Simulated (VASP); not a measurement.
# B (Pm-3m) in VASP: a series of runs

Runs on B. Level: r2SCAN. Tasks: single point.

Everything below comes from runs of VASP 6.6.1. Logs are shortened: lines on timing, memory, paths and dates and some standing lists are left out, and cuts for length are marked.

**1. The cell of the first run**

The structure is cubic, space group Pm-3m (No. 221). The conventional cell has a = 1.889 Å, b = 1.889 Å, c = 1.889 Å, α = 90.00°, β = 90.00°, γ = 90.00°. Within 2.5 Å of B (site symmetry m-3m) lie 6 B at 1.89 Å.

This isn't the form of B at room conditions, which is rhombohedral.

**2. Single point, r2SCAN**

Contents of POSCAR:

```
B
1.0
    1.8893404384      0.0000000000      0.0000000000
    0.0000000000      1.8893404384      0.0000000000
    0.0000000000      0.0000000000      1.8893404384
B
1
Direct
    0.0000000000      0.0000000000      0.0000000000
```

Contents of INCAR.step1:

```
  ALGO = Normal
  EDIFF = 1E-5
  ENCUT = 550
  GGA = PE
  GGA_COMPAT = False
  ISMEAR = 0
  LASPH = True
  LCHARG = False
  LREAL = False
  LWAVE = True
  NBANDS = 8
  NELM = 120
  PREC = Accurate
  SIGMA = 0.1
```

Contents of INCAR.step2:

```
  ALGO = Normal
  EDIFF = 1E-6
  ENCUT = 550
  GGA_COMPAT = False
  ISIF = 2
  ISMEAR = 0
  ISTART = 1
  LASPH = True
  LCHARG = False
  LMIXTAU = True
  LREAL = False
  LWAVE = False
  METAGGA = R2SCAN
  NBANDS = 8
  NELM = 120
  PREC = Accurate
  SIGMA = 0.1
```

Contents of KPOINTS:

```
k-points
0
Gamma
  8 8 8
```

Potentials or basis: VASP PAW PBE potentials, release 64 (B).

Launch:

```
cat potpaw_PBE.64/B/POTCAR > POTCAR
cp INCAR.step1 INCAR
mpirun -np 1 vasp_std > vasp.out
cp INCAR.step2 INCAR
mpirun -np 1 vasp_std > vasp.out
```

OUTCAR:

```text
EDIFF = 1E-6
   ENCUT = 550
   ISIF = 2
   ISMEAR = 0
   ISTART = 1
   LASPH = True
   LREAL = False
   METAGGA = R2SCAN
   NELM = 120
   PREC = Accurate

 ion  position               nearest neighbor table
   1  0.000  0.000  0.000-

  LATTYP: Found a simple cubic cell.
 ALAT       =     1.8893404384

  Lattice vectors:

 A1 = (   1.8893404384,   0.0000000000,   0.0000000000)
 A2 = (   0.0000000000,   1.8893404384,   0.0000000000)
 A3 = (   0.0000000000,   0.0000000000,   1.8893404384)

Analysis of symmetry for initial positions (statically):
=====================================================================
 Subroutine PRICEL returns:
 Original cell was already a primitive cell.

 Routine SETGRP: Setting up the symmetry group for a
 simple cubic supercell.

 Subroutine GETGRP returns: Found 48 space group operations
 (whereof 48 operations were pure point group operations)
 out of a pool of 48 trial point group operations.

The static configuration has the point symmetry O_h .

Analysis of symmetry for dynamics (positions and initial velocities):
=====================================================================
 Subroutine PRICEL returns:
 Original cell was already a primitive cell.

 Routine SETGRP: Setting up the symmetry group for a
 simple cubic supercell.

 Subroutine GETGRP returns: Found 48 space group operations
 (whereof 48 operations were pure point group operations)
 out of a pool of 48 trial point group operations.

The dynamic configuration has the point symmetry O_h .

 Subroutine INISYM returns: Found 48 space group operations
 (whereof 48 operations are pure point group operations),
 and found     1 'primitive' translations

----------------------------------------------------------------------------------------

                                     Primitive cell

  volume of cell :       6.7442

  direct lattice vectors                    reciprocal lattice vectors
     1.889340438  0.000000000  0.000000000     0.529285236  0.000000000  0.000000000
     0.000000000  1.889340438  0.000000000     0.000000000  0.529285236  0.000000000
     0.000000000  0.000000000  1.889340438     0.000000000  0.000000000  0.529285236

  length of vectors
     1.889340438  1.889340438  1.889340438     0.529285236  0.529285236  0.529285236

  position of ions in fractional coordinates (direct lattice)
     0.000000000  0.000000000  0.000000000

  ion indices of the primitive-cell ions
   primitive index   ion index
                 1           1

----------------------------------------------------------------------------------------

 KPOINTS: k-points

Automatic generation of k-mesh.
 Grid dimensions read from file:
 generate k-points for:    8    8    8

 Generating k-lattice:

  Cartesian coordinates                     Fractional coordinates (reciprocal lattice)
     0.066160655  0.000000000  0.000000000     0.125000000  0.000000000  0.000000000
     0.000000000  0.066160655  0.000000000     0.000000000  0.125000000  0.000000000
     0.000000000  0.000000000  0.066160655     0.000000000  0.000000000  0.125000000

  Length of vectors
     0.066160655  0.066160655  0.066160655

  Shift w.r.t. Gamma in fractional coordinates (k-lattice)
     0.000000000  0.000000000  0.000000000

 Subroutine IBZKPT returns following result:
 ===========================================

 Found     35 irreducible k-points:

 Following reciprocal coordinates:
            Coordinates               Weight
  0.000000  0.000000  0.000000      1.000000
  0.125000  0.000000  0.000000      6.000000
  0.250000  0.000000  0.000000      6.000000
  0.375000  0.000000  0.000000      6.000000
  0.500000  0.000000  0.000000      3.000000
  0.125000  0.125000  0.000000     12.000000
[... 16 lines left out ...]
  0.375000  0.375000  0.125000     24.000000
  0.500000  0.375000  0.125000     24.000000
 [... further k-points ...]
   k-points           NKPTS =     35   k-points in BZ     NKDIM =     35   number of bands    NBANDS=      8
   number of dos      NEDOS =    301   number of ions     NIONS =      1
   total plane-waves  NPLWV =   2744
   dimension x,y,z NGX =    14 NGY =   14 NGZ =   14
   dimension x,y,z NGXF=    28 NGYF=   28 NGZF=   28
   ions per type =               1
   NGX,Y,Z   is equivalent  to a cutoff of  12.32, 12.32, 12.32 a.u.
   NGXF,Y,Z  is equivalent  to a cutoff of  24.64, 24.64, 24.64 a.u.
 SYSTEM =  unknown system
   PREC   = accura    normal or accurate (medium, high low for compatibility)
   ISTART =      1    job   : 0-new  1-cont  2-samecut
   ICHARG =      0    charge: 1-file 2-atom 10-const
   ISPIN  =      1    spin polarized calculation?
   LNONCOLLINEAR =      F non collinear calculations
   LSORBIT =      F    spin-orbit coupling
   LASPH  =      T    aspherical Exc in radial PAW
   ENCUT  =  550.0 eV  40.42 Ry    6.36 a.u.   3.61  3.61  3.61*2*pi/ulx,y,z
   NELM   =    120;   NELMIN=  2; NELMDL=  0     # of ELM steps
   EDIFF  = 0.1E-05   stopping-criterion for ELM
   LREAL  =      F    real-space projection
   EDIFFG = 0.1E-04   stopping-criterion for IOM
   NSW    =      0    number of steps for IOM
   IBRION =     -1    ionic relax: 0-MD 1-quasi-New 2-CG
   NFREE  =      0    steps in history (QN), initial steepest desc. (CG)
   ISIF   =      2    stress and relaxation
   ISYM   =      2    0-nonsym 1-usesym 2-fastsym
   POTIM  = 0.5000    time-step for ionic-motion
   TEBEG  =    0.0;   TEEND  =   0.0 temperature during run
   PSTRESS=    0.0 pullay stress
   NELECT =       3.0000    total number of electrons
   NUPDOWN=      -1.0000    fix difference up-down
   EMIN   =  10.00;   EMAX   =-10.00  energy-range for DOS
   EFERMI =   0.00;   METHOD = LEGACY
   ISMEAR =     0;   SIGMA  =   0.10  broadening in eV -4-tet -1-fermi 0-gaus
   EFERMI_NEDOS =   21; number of points for ismear=-14 and -15
   IALGO  =     38    algorithm
   IMIX   =      4    mixing-type and parameters
     AMIX     =   0.40;   BMIX     =  1.00
     AMIX_MAG =   1.60;   BMIX_MAG =  1.00
  volume/ion in A,a.u.               =       6.74        45.51
  Fermi-wavevector in a.u.,A,eV,Ry     =   1.249698  2.361587 21.248827  1.561745
  Thomas-Fermi vector in A             =   2.383726
   LORBIT       =      0    0 simple, 1 ext, 2 COOP (PROOUT), +10 PAW based schemes
   METAGGA = R2SCAN    functional components
   LHFCALC =     F    Hartree Fock is set to
   AEXX    =    0.0000 exact exchange contribution
   IVDW    =     0    specifies the selected vdW correction
   LEPSILON=     F    determine dielectric tensor
   LRPA    =     F    only Hartree local field effects (RPA)
 non-spin polarized calculation
 Gauss-broadening in eV      SIGMA  =   0.10
  energy-cutoff  :      550.00
  volume of cell :        6.74
 maximum number of plane-waves:       208
   NGX =  7   NGY =  7   NGZ =  7

 number of electron       3.0000000 magnetization

 Free energy of the ion-electron system (eV)
  ---------------------------------------------------
  ext. energy  EPLUGINS =         0.00000000
  ---------------------------------------------------
  free energy    TOTEN  =        -6.12828167 eV

  energy without entropy =       -6.12759422  energy(sigma->0) =       -6.12793795

 E-fermi :   6.5902     XC(G=0): -13.2573

 val. band max:        6.4466061179   @ k =   0.3750   0.2500   0.1250
 cond. band min:       6.8183941934   @ k =   0.3750   0.3750   0.1250
 fundamental gap:      0.3717880755
 Fermi energy:         6.5901942163

 k-point     1 :       0.0000    0.0000    0.0000
  band No.  band energies     occupation
      1      -9.7921      2.00000
      2      21.5640      0.00000
      3      21.5640      0.00000
      4      21.5640      0.00000
      5      31.9231      0.00000
      6      31.9231      0.00000
      7      42.4526      0.00000
      8      63.1974      0.00000

 k-point     2 :       0.1250    0.0000    0.0000
  band No.  band energies     occupation
      1      -9.2272      2.00000
      2      17.0199      0.00000
      3      22.0341      0.00000
      4      22.0341      0.00000
      5      32.5749      0.00000
      6      36.9487      0.00000
      7      42.2729      0.00000
      8      59.1543      0.00000

 k-point     3 :       0.2500    0.0000    0.0000
  band No.  band energies     occupation
      1      -7.5378      2.00000
      2      10.3641      0.00000
      3      23.3217      0.00000
      4      23.3217      0.00000
      5      34.4872      0.00000
      6      40.3421      0.00000
      7      45.9595      0.00000
      8      52.4034      0.00000

 k-point     4 :       0.3750    0.0000    0.0000
  band No.  band energies     occupation
      1      -4.7539      2.00000
      2       4.3939      2.00000
      3      24.9339      0.00000
      4      24.9339      0.00000
      5      37.4075      0.00000
      6      39.5983      0.00000
      7      47.1152      0.00000
      8      47.1152      0.00000

 k-point     5 :       0.5000    0.0000    0.0000
  band No.  band energies     occupation
      1      -1.6389      2.00000
      2       0.1993      2.00000
      3      25.7582      0.00000
      4      25.7582      0.00000
      5      39.2277      0.00000
      6      39.5776      0.00000
      7      45.0325      0.00000
      8      45.0325      0.00000
[... 177 lines left out ...]
 k-point    22 :       0.5000    0.2500    0.1250
  band No.  band energies     occupation
      1       1.3332      2.00000
      2       2.3188      2.00000
      3      17.3979      0.00000
      4      25.7686      0.00000
      5      26.3425      0.00000
      6      36.7606      0.00000
      7      46.9001      0.00000
      8      52.6491      0.00000

 k-point    23 :       0.3750    0.3750    0.1250
  band No.  band energies     occupation
      1       0.6667      2.00000
      2       6.8184      0.00125
      3      13.0433      0.00000
      4      22.1485      0.00000
      5      26.9945      0.00000
      6      40.1817      0.00000
      7      42.5165      0.00000
      8      55.1408      0.00000

 k-point    24 :       0.5000    0.3750    0.1250
  band No.  band energies     occupation
      1       3.8719      2.00000
      2       4.1942      2.00000
      3      13.3419      0.00000
      4      19.3314      0.00000
      5      27.7404      0.00000
      6      39.3707      0.00000
      7      42.9821      0.00000
      8      53.4349      0.00000

 [... further k-points ...]

------------------------ aborting loop because EDIFF is reached ----------------------------------------

  FORCE on cell =-STRESS in cart. coord.  units (eV):
  Direction    XX          YY          ZZ          XY          YZ          ZX
  --------------------------------------------------------------------------------------
  -------------------------------------------------------------------------------------
  Total       -0.0023637     -0.0023637     -0.0023637      0.0000000      0.0000000     -0.0000000
  in kB       -0.5615364     -0.5615364     -0.5615364      0.0000000      0.0000000     -0.0000000
  external PRESSURE =      -0.5615364 kB  Pullay stress =       0.0000000 kB

 VOLUME and BASIS-vectors are now :
 -----------------------------------------------------------------------------
  energy-cutoff  :      550.00
  volume of cell :        6.74
      direct lattice vectors                 reciprocal lattice vectors
     1.889340438  0.000000000  0.000000000     0.529285236  0.000000000  0.000000000
     0.000000000  1.889340438  0.000000000     0.000000000  0.529285236  0.000000000
     0.000000000  0.000000000  1.889340438     0.000000000  0.000000000  0.529285236

 POSITION                                       TOTAL-FORCE (eV/Angst)
 -----------------------------------------------------------------------------------
      0.00000      0.00000      0.00000         0.000000      0.000000      0.000000
 -----------------------------------------------------------------------------------
    total drift:                                0.000000     -0.000000     -0.000000

  FREE ENERGIE OF THE ION-ELECTRON SYSTEM (eV)
  ---------------------------------------------------
  free  energy   TOTEN  =        -6.1282816717 eV

  energy  without entropy=       -6.1275942225  energy(sigma->0) =       -6.12793795
```

Wall time 7.1 s (1 thread of AMD EPYC 7R13, shared host); peak memory 0.07 GiB.

What came out:

```
Free energy            : -6.1283 eV
Pressure               : -0.1 GPa
Band gap on the k mesh : zero (an odd number of electrons rules out a gap without spin polarisation)
```

Caveat: the k points lie up to 0.42 Å⁻¹ apart, too coarse for converged energies and pressures of a metal; the PAW data sets were made with another functional, which shifts forces and pressure a little.

**3. Single point, r2SCAN**

This run uses another cell than the first one, of 7.31 Å³/atom.

Contents of POSCAR:

```
B
1.0
    1.9408432508      0.0000000000      0.0000000000
    0.0000000000      1.9408432508      0.0000000000
    0.0000000000      0.0000000000      1.9408432508
B
1
Direct
    0.0000000000      0.0000000000      0.0000000000
```

Contents of INCAR.step1:

```
SYSTEM = B
ALGO = Normal
EDIFF = 1E-5
ENCUT = 550
GGA = PE
GGA_COMPAT = .False.
ISMEAR = 0
LASPH = .True.
LCHARG = .False.
LREAL = .False.
LWAVE = .True.
NBANDS = 8
NELM = 120
PREC = Accurate
SIGMA = 0.1
```

Contents of INCAR.step2:

```
SYSTEM = B
ALGO = Normal
EDIFF = 1E-6
ENCUT = 550
GGA_COMPAT = .False.
ISIF = 2
ISMEAR = 0
ISTART = 1
LASPH = .True.
LCHARG = .False.
LMIXTAU = .True.
LREAL = .False.
LWAVE = .False.
METAGGA = R2SCAN
NBANDS = 8
NELM = 120
PREC = Accurate
SIGMA = 0.1
```

Contents of KPOINTS:

```
k-points
0
Gamma
  10 10 10
  0 0 0
```

Potentials or basis: VASP PAW PBE potentials, release 64 (B).

Launch:

```
cat potpaw_PBE.64/B/POTCAR > POTCAR
cp INCAR.step1 INCAR
mpirun -np 1 vasp_std > vasp.out
cp INCAR.step2 INCAR
mpirun -np 1 vasp_std > vasp.out
```

It took 15 s on 1 thread of AMD EPYC 7R13, shared host; peak memory 0.08 GiB.

The run converged. Its results:

| Quantity | Value |
| --- | --- |
| Free energy | -6.1227 eV |
| Pressure | -17.1 GPa |
| Band gap on the k mesh | zero (an odd number of electrons rules out a gap without spin polarisation) |

Levels at points of the mesh, in eV from the Fermi level:
```csv
k point,band 1,band 2,band 3,band 4
"(0.00, 0.00, 0.00)",-15.94,13.72,13.72,13.72
"(0.50, 0.00, 0.00)",-7.94,-6.66,17.56,17.56
"(0.50, 0.50, 0.00)",-1.82,-1.82,3.61,8.73
"(0.50, 0.50, 0.50)",3.53,3.53,3.53,16.63
```

Caveat: the cell stands under tension; the PAW data sets were made with another functional, which shifts forces and pressure a little.
